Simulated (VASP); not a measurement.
# WS2 (P6_3/mmc) in VASP: a series of runs

WS2 is run at these levels: PBE; tasks: single point.

Everything below comes from runs of VASP 6.6.1. Logs are shortened: lines on timing, memory, paths and dates and some standing lists are left out, and cuts for length are marked.

## (1) The cell of the first run

It takes space group P6_3/mmc (No. 194, hexagonal). Conventional cell: a = 3.113 Å, b = 3.113 Å, c = 11.627 Å, α = 90.00°, β = 90.00°, γ = 120.00°. W (site symmetry -6m2) has 6 S at 2.39 Å and 6 W at 3.11 Å within 3.2 Å. S (site symmetry 3m) has 3 W at 2.39 Å and 10 S at 3.11 to 3.21 Å within 3.3 Å.

## (2) Single point, PBE

INCAR

```
SYSTEM = WS2
PREC = Accurate ; ENCUT = 520
EDIFF = 1E-6 ; ISMEAR = -1
SIGMA = 0.05 ; LREAL = .FALSE.
LASPH = .TRUE. ; NELM = 100
ALGO = Normal ; ISIF = 2
LWAVE = .FALSE. ; LCHARG = .FALSE.
GGA = PE ; NBANDS = 35
```

KPOINTS

```
Automatic mesh
0
G
  10 10 3
  0 0 0
```

POSCAR

```
WS2
1.0
    3.1134473939      0.0000000000      0.0000000000
   -1.5567236969      2.6963245364      0.0000000000
    0.0000000000      0.0000000000     11.6271569388
W S
2 4
Direct
    0.6666666667      0.3333333333      0.7500000000
    0.3333333333      0.6666666667      0.2500000000
    0.6666666667      0.3333333333      0.3857513312
    0.3333333333      0.6666666667      0.8857513312
    0.6666666667      0.3333333333      0.1142486688
    0.3333333333      0.6666666667      0.6142486688
```

Potentials or basis: VASP PAW PBE potentials, release 64 (W_sv, S).

Launch:

```console
> cat potpaw_PBE.64/W_sv/POTCAR potpaw_PBE.64/S/POTCAR > POTCAR
> mpirun -np 1 vasp_std > vasp.out
```

OUTCAR:

```text
SYSTEM = WS2
   PREC = Accurate
   ENCUT = 520
   EDIFF = 1E-6
   ISMEAR = -1
   LREAL = .FALSE.
   LASPH = .TRUE.
   NELM = 100
   ISIF = 2
   GGA = PE

 ion  position               nearest neighbor table
   1  0.667  0.333  0.750-   4 2.39   6 2.39   4 2.39   6 2.39   4 2.39   6 2.39
   2  0.333  0.667  0.250-   3 2.39   5 2.39   3 2.39   5 2.39   3 2.39   5 2.39
   3  0.667  0.333  0.386-   2 2.39   2 2.39   2 2.39
   4  0.333  0.667  0.886-   1 2.39   1 2.39   1 2.39
   5  0.667  0.333  0.114-   2 2.39   2 2.39   2 2.39
   6  0.333  0.667  0.614-   1 2.39   1 2.39   1 2.39

  LATTYP: Found a hexagonal cell.
 ALAT       =     3.1134473939
 C/A-ratio  =     3.7344960321

  Lattice vectors:

 A1 = (   3.1134473939,   0.0000000000,   0.0000000000)
 A2 = (  -1.5567236969,   2.6963245364,   0.0000000000)
 A3 = (   0.0000000000,   0.0000000000,  11.6271569388)

Analysis of symmetry for initial positions (statically):
=====================================================================
 Subroutine PRICEL returns:
 Original cell was already a primitive cell.

 Routine SETGRP: Setting up the symmetry group for a
 hexagonal supercell.

 Subroutine GETGRP returns: Found 24 space group operations
 (whereof 12 operations were pure point group operations)
 out of a pool of 24 trial point group operations.

The static configuration has the point symmetry D_3d.
 The point group associated with its full space group is D_6h.

Analysis of symmetry for dynamics (positions and initial velocities):
=====================================================================
 Subroutine PRICEL returns:
 Original cell was already a primitive cell.

 Routine SETGRP: Setting up the symmetry group for a
 hexagonal supercell.

 Subroutine GETGRP returns: Found 24 space group operations
 (whereof 12 operations were pure point group operations)
 out of a pool of 24 trial point group operations.

The dynamic configuration has the point symmetry D_3d.
 The point group associated with its full space group is D_6h.

 Subroutine INISYM returns: Found 24 space group operations
 (whereof 12 operations are pure point group operations),
 and found     1 'primitive' translations

----------------------------------------------------------------------------------------

                                     Primitive cell

  volume of cell :      97.6084

  direct lattice vectors                    reciprocal lattice vectors
     3.113447394  0.000000000  0.000000000     0.321187376  0.185437618  0.000000000
    -1.556723697  2.696324536  0.000000000     0.000000000  0.370875236  0.000000000
     0.000000000  0.000000000 11.627156939     0.000000000  0.000000000  0.086005548

  length of vectors
     3.113447394  3.113447394 11.627156939     0.370875236  0.370875236  0.086005548

  position of ions in fractional coordinates (direct lattice)
     0.666666667  0.333333333  0.750000000
     0.333333333  0.666666667  0.250000000
     0.666666667  0.333333333  0.385751331
     0.333333333  0.666666667  0.885751331
     0.666666667  0.333333333  0.114248669
     0.333333333  0.666666667  0.614248669

  ion indices of the primitive-cell ions
   primitive index   ion index
                 1           1
                 2           2
                 3           3
                 4           4
                 5           5
                 6           6

----------------------------------------------------------------------------------------

 KPOINTS: Automatic mesh

Automatic generation of k-mesh.
 Grid dimensions read from file:
 generate k-points for:   10   10    3

 Generating k-lattice:

  Cartesian coordinates                     Fractional coordinates (reciprocal lattice)
     0.032118738  0.018543762  0.000000000     0.100000000 -0.000000000  0.000000000
     0.000000000  0.037087524  0.000000000     0.000000000  0.100000000  0.000000000
     0.000000000  0.000000000  0.028668516     0.000000000  0.000000000  0.333333333

  Length of vectors
     0.037087524  0.037087524  0.028668516

  Shift w.r.t. Gamma in fractional coordinates (k-lattice)
     0.000000000  0.000000000  0.000000000

 Subroutine IBZKPT returns following result:
 ===========================================

 Found     28 irreducible k-points:

 Following reciprocal coordinates:
            Coordinates               Weight
  0.000000  0.000000  0.000000      1.000000
  0.100000  0.000000  0.000000      6.000000
  0.200000  0.000000  0.000000      6.000000
  0.300000  0.000000  0.000000      6.000000
  0.400000  0.000000  0.000000      6.000000
  0.500000  0.000000  0.000000      3.000000
[... 16 lines left out ...]
  0.300000  0.100000  0.333333     24.000000
  0.400000  0.100000  0.333333     24.000000
 [... further k-points ...]
   k-points           NKPTS =     28   k-points in BZ     NKDIM =     28   number of bands    NBANDS=     35
   number of dos      NEDOS =    301   number of ions     NIONS =      6
   total plane-waves  NPLWV =  51840
   dimension x,y,z NGX =    24 NGY =   24 NGZ =   90
   dimension x,y,z NGXF=    48 NGYF=   48 NGZF=  180
   ions per type =               2   4
   NGX,Y,Z   is equivalent  to a cutoff of  12.82, 12.82, 12.87 a.u.
   NGXF,Y,Z  is equivalent  to a cutoff of  25.63, 25.63, 25.74 a.u.
 SYSTEM =  WS2
   PREC   = accura    normal or accurate (medium, high low for compatibility)
   ISTART =      0    job   : 0-new  1-cont  2-samecut
   ICHARG =      2    charge: 1-file 2-atom 10-const
   ISPIN  =      1    spin polarized calculation?
   LNONCOLLINEAR =      F non collinear calculations
   LSORBIT =      F    spin-orbit coupling
   LASPH  =      T    aspherical Exc in radial PAW
   ENCUT  =  520.0 eV  38.22 Ry    6.18 a.u.   5.79  5.79 21.62*2*pi/ulx,y,z
   NELM   =    100;   NELMIN=  2; NELMDL= -5     # of ELM steps
   EDIFF  = 0.1E-05   stopping-criterion for ELM
   LREAL  =      F    real-space projection
   EDIFFG = 0.1E-04   stopping-criterion for IOM
   NSW    =      0    number of steps for IOM
   IBRION =     -1    ionic relax: 0-MD 1-quasi-New 2-CG
   NFREE  =      0    steps in history (QN), initial steepest desc. (CG)
   ISIF   =      2    stress and relaxation
   ISYM   =      2    0-nonsym 1-usesym 2-fastsym
   POTIM  = 0.5000    time-step for ionic-motion
   TEBEG  =    0.0;   TEEND  =   0.0 temperature during run
   PSTRESS=    0.0 pullay stress
   NELECT =      52.0000    total number of electrons
   NUPDOWN=      -1.0000    fix difference up-down
   EMIN   =  10.00;   EMAX   =-10.00  energy-range for DOS
   EFERMI =   0.00;   METHOD = LEGACY
   ISMEAR =    -1;   SIGMA  =   0.05  broadening in eV -4-tet -1-fermi 0-gaus
   EFERMI_NEDOS =   21; number of points for ismear=-14 and -15
   IALGO  =     38    algorithm
   IMIX   =      4    mixing-type and parameters
     AMIX     =   0.40;   BMIX     =  1.00
     AMIX_MAG =   1.60;   BMIX_MAG =  1.00
  volume/ion in A,a.u.               =      16.27       109.78
  Fermi-wavevector in a.u.,A,eV,Ry     =   1.327130  2.507912 23.963596  1.761275
  Thomas-Fermi vector in A             =   2.456465
   LORBIT       =      0    0 simple, 1 ext, 2 COOP (PROOUT), +10 PAW based schemes
   GGA     = PE    functional components
   LHFCALC =     F    Hartree Fock is set to
   AEXX    =    0.0000 exact exchange contribution
   IVDW    =     0    specifies the selected vdW correction
   LEPSILON=     F    determine dielectric tensor
   LRPA    =     F    only Hartree local field effects (RPA)
 non-spin polarized calculation
  energy-cutoff  :      520.00
  volume of cell :       97.61
 maximum number of plane-waves:      2650
 NGX is ok and might be reduce to    24
   NGX = 11   NGY = 11   NGZ = 43

 number of electron      51.9999997 magnetization

 Free energy of the ion-electron system (eV)
  ---------------------------------------------------
  ext. energy  EPLUGINS =         0.00000000
  ---------------------------------------------------
  free energy    TOTEN  =       -46.88975378 eV

  energy without entropy =      -46.88973936  energy(sigma->0) =      -46.88974657

 E-fermi :   9.0936     XC(G=0): -11.5171

 val. band max:        8.7868948006   @ k =   0.0000   0.0000   0.0000
 cond. band min:       9.4940870928   @ k =   0.2000   0.2000   0.0000
 fundamental gap:      0.7071922922
 Fermi energy:         9.0936345889

 k-point     1 :       0.0000    0.0000    0.0000
  band No.  band energies     occupation
      1     -65.9425      2.00000
      2     -65.9425      2.00000
      3     -30.2372      2.00000
      4     -30.2370      2.00000
      5     -30.0151      2.00000
      6     -30.0151      2.00000
[... 27 lines left out ...]
     34      11.2945      0.00000
     35      13.6675      0.00000

 k-point     2 :       0.1000    0.0000    0.0000
  band No.  band energies     occupation
      1     -65.9403      2.00000
      2     -65.9403      2.00000
      3     -30.2297      2.00000
      4     -30.2295      2.00000
      5     -30.0563      2.00000
      6     -30.0563      2.00000
[... 27 lines left out ...]
     34      11.3663      0.00000
     35      14.4685      0.00000

 k-point     3 :       0.2000    0.0000    0.0000
  band No.  band energies     occupation
      1     -65.9346      2.00000
      2     -65.9345      2.00000
      3     -30.2100      2.00000
      4     -30.2099      2.00000
      5     -30.1627      2.00000
      6     -30.1627      2.00000
[... 27 lines left out ...]
     34      12.1066      0.00000
     35      15.5438      0.00000
[... 723 lines left out ...]
 k-point    23 :       0.3000    0.1000    0.3333
  band No.  band energies     occupation
      1     -65.9235      2.00000
      2     -65.9235      2.00000
      3     -30.3455      2.00000
      4     -30.3455      2.00000
      5     -30.1718      2.00000
      6     -30.1718      2.00000
[... 27 lines left out ...]
     34      13.0622      0.00000
     35      14.5358      0.00000

 k-point    24 :       0.4000    0.1000    0.3333
  band No.  band energies     occupation
      1     -65.9195      2.00000
      2     -65.9195      2.00000
      3     -30.4113      2.00000
      4     -30.4113      2.00000
      5     -30.1581      2.00000
      6     -30.1581      2.00000
[... 27 lines left out ...]
     34      12.8386      0.00000
     35      13.7771      0.00000

 [... further k-points ...]

------------------------ aborting loop because EDIFF is reached ----------------------------------------

  FORCE on cell =-STRESS in cart. coord.  units (eV):
  Direction    XX          YY          ZZ          XY          YZ          ZX
  --------------------------------------------------------------------------------------
  -------------------------------------------------------------------------------------
  Total        6.0587976      6.0587976      6.0736105      0.0000000     -0.0000000     -0.0000000
  in kB       99.4511465     99.4511465     99.6942912      0.0000000     -0.0000000     -0.0000000
  external PRESSURE =      99.5321947 kB  Pullay stress =       0.0000000 kB

 VOLUME and BASIS-vectors are now :
 -----------------------------------------------------------------------------
  energy-cutoff  :      520.00
  volume of cell :       97.61
      direct lattice vectors                 reciprocal lattice vectors
     3.113447394  0.000000000  0.000000000     0.321187376  0.185437618  0.000000000
    -1.556723697  2.696324536  0.000000000     0.000000000  0.370875236  0.000000000
     0.000000000  0.000000000 11.627156939     0.000000000  0.000000000  0.086005548

 POSITION                                       TOTAL-FORCE (eV/Angst)
 -----------------------------------------------------------------------------------
      1.55672      0.89877      8.72037        -0.000000      0.000000     -0.000000
     -0.00000      1.79755      2.90679         0.000000      0.000000     -0.000000
      1.55672      0.89877      4.48519         0.000000     -0.000000      0.008687
     -0.00000      1.79755     10.29877        -0.000000     -0.000000      0.008687
      1.55672      0.89877      1.32839         0.000000     -0.000000     -0.008687
     -0.00000      1.79755      7.14197        -0.000000     -0.000000     -0.008687
 -----------------------------------------------------------------------------------
    total drift:                               -0.000000      0.000000     -0.000000

  FREE ENERGIE OF THE ION-ELECTRON SYSTEM (eV)
  ---------------------------------------------------
  free  energy   TOTEN  =       -46.8897537814 eV

  energy  without entropy=      -46.8897393582  energy(sigma->0) =      -46.88974657
```

Wall time 74 s (1 thread of AMD EPYC 7R13 (Zen 3), shared host); peak memory 0.21 GiB.

What came out:

| Property | Result |
| --- | --- |
| Free energy | -46.8898 eV |
| Pressure | 10.0 GPa |
| Largest force | 0.009 eV/Å |
| Band gap on the k mesh | 0.71 eV (least direct gap 2.10 eV) |

Forces on the atoms (eV/Å):
```
W    0.000  0.000  0.000
W    0.000  0.000  0.000
S    0.000  0.000  0.009
S    0.000  0.000  0.009
S    0.000  0.000 -0.009
S    0.000  0.000 -0.009
```

Levels at points of the mesh, in eV from the valence-band top:
| k point | band 22 | band 23 | band 24 | band 25 | band 26 | band 27 | band 28 | band 29 | band 30 | band 31 |
| --- | --- | --- | --- | --- | --- | --- | --- | --- | --- | --- |
| (0.00, 0.00, 0.00) | -2.27 | -2.27 | -1.61 | -1.18 | 0.00 | 2.10 | 2.10 | 2.19 | 2.19 | 2.21 |
| (0.50, 0.00, 0.00) | -2.97 | -2.23 | -2.06 | -1.78 | -1.72 | 2.31 | 2.39 | 2.41 | 2.96 | 2.96 |

Caveat: the cell stands under pressure; spin-orbit coupling is left out, which moves the levels of the heavy elements; an odd mesh through Γ misses points on the zone boundary, where band edges can lie.

## (3) Single point, PBE

This run uses another cell than the first one, of 17.25 Å³/atom.

INCAR

```
SYSTEM = WS2
PREC = Accurate
ENCUT = 520
EDIFF = 1E-6
ISMEAR = -1
SIGMA = 0.05
LREAL = .False.
LASPH = .True.
NELM = 100
ALGO = Normal
ISIF = 2
LWAVE = .False.
LCHARG = .False.
GGA = PE
NBANDS = 35
```

KPOINTS

```
Automatic mesh
0
Gamma
  10 10 3
  0 0 0
```

POSCAR

```
WS2
1.0
    3.1474439680      0.0000000000      0.0000000000
   -1.5737219840      2.7257664333      0.0000000000
    0.0000000000      0.0000000000     12.0615713270
W S
2 4
Direct
    0.6666666667      0.3333333333      0.7500000000
    0.3333333333      0.6666666667      0.2500000000
    0.6666666667      0.3333333333      0.3806264125
    0.3333333333      0.6666666667      0.8806264125
    0.6666666667      0.3333333333      0.1193735875
    0.3333333333      0.6666666667      0.6193735875
```

Potentials or basis: VASP PAW PBE potentials, release 64 (W_sv, S).

Launch:

```console
> cat potpaw_PBE.64/W_sv/POTCAR potpaw_PBE.64/S/POTCAR > POTCAR
> mpirun -np 1 vasp_std > vasp.out
```

Run time: 72 s. Hardware: 1 thread of AMD EPYC 7R13 (Zen 3), shared host; peak memory 0.22 GiB.

It converged, with:

| Property | Result |
| --- | --- |
| Free energy | -47.1568 eV |
| Pressure | 4.9 GPa |
| Band gap on the k mesh | 0.94 eV (least direct gap 2.17 eV) |

Levels at points of the mesh, in eV from the valence-band top:
```tsv
k point	band 24	band 25	band 26	band 27	band 28	band 29
(0.00, 0.00, 0.00)	-1.39	-1.33	0.00	2.26	2.26	2.26
(0.50, 0.00, 0.00)	-1.82	-1.77	-1.58	2.30	2.35	2.53
```

Caveat: the cell stands under pressure; spin-orbit coupling is left out, which moves the levels of the heavy elements; an odd mesh through Γ misses points on the zone boundary, where band edges can lie; this functional lacks dispersion, which binds the layers, so the pressure and a relaxed spacing across them are unreliable. PBE gaps usually lie below the measured ones, often by a third to a half.
